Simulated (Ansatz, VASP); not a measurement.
One calculation of AlN, two programs

Contents of INCAR:

```
  PREC = Accurate
  ENCUT = 600
  EDIFF = 1E-7
  ISMEAR = 0
  SIGMA = 0.02
  LREAL = False
  LASPH = True
  NELM = 120
  ALGO = Normal
  ISIF = 3
  LWAVE = False
  LCHARG = False
  GGA = PS
  IBRION = 2
  NSW = 100
  EDIFFG = -0.002
  GGA_COMPAT = False
  NELMIN = 4
```

The input KPOINTS:

```
regular mesh
0
Gamma
  8 8 8
```

Contents of POSCAR:

```
AlN
1.0
    0.0000000000      2.1900000000      2.1900000000
    2.1900000000      0.0000000000      2.1900000000
    2.1900000000      2.1900000000      0.0000000000
Al N
1 1
Direct
    0.0000000000      0.0000000000      0.0000000000
    0.2500000000      0.2500000000      0.2500000000
```

Input for Ansatz:

```yaml
crystal:
  lattice:
    - [0.0, 2.19, 2.19]
    - [2.19, 0.0, 2.19]
    - [2.19, 2.19, 0.0]
  atoms:
    - { symbol: Al, position: [0.0, 0.0, 0.0] }
    - { symbol: "N", position: [0.25, 0.25, 0.25] }
basis:
  ecutwfc: 600.0
kpoints:
  mp_grid: { grid: [8, 8, 8] }
hamiltonian:
  xc: pbesol
  pseudopotentials: { kind: paw, azcp: { folder: soft_1 } }
scf:
  occupations: { method: gaussian, width: 0.02 }
output:
  forces: true
  stress: true
  eigenvalues: true
  write_density: true
  write_potential: true
  elf: true
  volumetric_format: npy
relax:
  adjacent_minimum: "off"
  f_tol: 0.002
  max_steps: 80
  cell: { stress_tol: 0.02 }
```

Alike in both runs: task relaxation of cell and atoms; functional PBEsol; k mesh 8 × 8 × 8; occupations gaussian, width 0.02 eV; no spin polarisation.

|  | VASP | Ansatz |
| --- | --- | --- |
| version | VASP 6.6.1 | Ansatz 0.2.0 |
| potentials or method | VASP PAW PBE potentials, release 64 (Al, N), cutoff 600 eV | scalar-relativistic, plane waves, PAW |
| valence electrons in the cell | 8 | 8 |

|  | VASP | Ansatz | Ansatz less VASP |
| --- | --- | --- | --- |
| gap on the k mesh at the Fermi level, each at its own relaxed structure (eV) | 3.18 | 3.19 | +0.007 |
| relaxed volume (Å³/atom) | 10.48 | 10.48 | +0.005 |
| relaxed cell length with the largest relative difference (Å) | 3.095 | 3.095 | +0.0005 |

VASP's potentials were made for PBE, not for PBEsol, and Ansatz warns of the same on its side.
